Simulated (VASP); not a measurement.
The system is HfB10.

```xyz
11
Lattice="4.1867 0.0000 0.0000 0.0000 4.1867 0.0000 0.0000 0.0000 5.9853" Properties=species:S:1:pos:R:3 pbc="T T T"
Hf    0.0000    0.0000    0.0000
B     1.2598    0.0000    3.9379
B     2.9268    0.0000    3.9379
B     0.0000    1.2598    3.9379
B     0.0000    2.9268    3.9379
B     2.9268    0.0000    2.0474
B     1.2598    0.0000    2.0474
B     0.0000    1.2598    2.0474
B     0.0000    2.9268    2.0474
B     2.0933    2.0933    2.1214
B     2.0933    2.0933    3.8640
```

The cell was built from a structure type or drawn by symmetry, and may not be a known phase.

```yaml
Program: VASP 6.6.1
Task: relaxation of cell and atoms
Functional: PBE
Potentials_or_basis: VASP PAW PBE potentials, release 64 (Hf_pv, B)
Cutoff: 600 eV
k_mesh: 10 × 10 × 6
Occupations: gaussian, width 0.1 eV
Spin: no spin polarisation
```

At the start: pressure -0.1 GPa; volume 9.54 Å³/atom.

Question: Where does the relaxation end?

Answer: Over 8 steps the energy falls by 2.7 meV/atom and the volume is 9.55 Å³/atom (+0.1 %); space group P4/mmm (No. 123, to 0.1 Å) before and after.

Step by step:
```tsv
step	energy change (eV)	largest force (eV/Å)	pressure (GPa)	volume (Å³)
1	0.0000	0.2105	-0.08	104.91
2	-0.0209	0.1483	0.01	104.84
3	-0.0227	0.2145	0.07	104.80
4	-0.0248	0.2126	0.29	104.82
5	-0.0285	0.1135	0.17	104.81
6	-0.0292	0.0148	0.08	104.96
7	-0.0292	0.0060	0.09	104.95
8	-0.0292	0.0042	-0.04	105.03
```

Final structure:
```
Hf B
1.0
     4.16252    0.00000    0.00000
     0.00000    4.16252    0.00000
     0.00000    0.00000    6.06181
Hf B
1 10
Direct
  0.00000 0.00000 0.00000
  0.30145 0.00000 0.66091
  0.69855 0.00000 0.66091
  0.00000 0.30145 0.66091
  0.00000 0.69855 0.66091
  0.69855 0.00000 0.33909
  0.30145 0.00000 0.33909
  0.00000 0.30145 0.33909
  0.00000 0.69855 0.33909
  0.50000 0.50000 0.35722
  0.50000 0.50000 0.64278
```
